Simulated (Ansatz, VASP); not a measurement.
**One calculation of Cs2AgBiBr6, two programs**

```
CELL_PARAMETERS angstrom
0.00000 5.67280 5.67280
5.67280 0.00000 5.67280
5.67280 5.67280 0.00000
ATOMIC_POSITIONS crystal
Cs 0.25000 0.25000 0.25000
Cs 0.75000 0.75000 0.75000
Ag 0.50000 0.50000 0.50000
Bi 0.00000 0.00000 0.00000
Br 0.25182 0.74818 0.25182
Br 0.25182 0.74818 0.74818
Br 0.74818 0.25182 0.74818
Br 0.74818 0.25182 0.25182
Br 0.25182 0.25182 0.74818
Br 0.74818 0.74818 0.25182
```

Alike in both runs: task single point; functional r2SCAN; k mesh 4 × 4 × 4; no spin polarisation.

|  | VASP | Ansatz |
| --- | --- | --- |
| version | VASP 6.6.1 | Ansatz 0.2.0 |
| potentials or method | VASP PAW PBE potentials, release 64 (Cs_sv, Ag, Bi_d, Br) | plane waves, PAW |
| plane-wave cutoff (eV) | 520 | 500 |
| occupations | gaussian, width 0.01 eV | fixed |
| valence electrons in the cell | 86 | 94 |

```tsv
	VASP	Ansatz	Ansatz less VASP
gap on the k mesh at the Fermi level (eV)	1.66	1.67	+0.016
pressure (GPa)	0.0	0.0	0.00
rms of the force components (eV/Å)	0.004	0.001	-0.0030
```

VASP's potentials were made for PBE, not for r2SCAN. Atom by atom the forces differ by 0.003 eV/Å (rms over components). VASP's potentials hold 86 valence electrons a cell and Ansatz's 94, so a difference there can come from the potentials and not from the codes.

Neither program's run includes spin-orbit coupling.
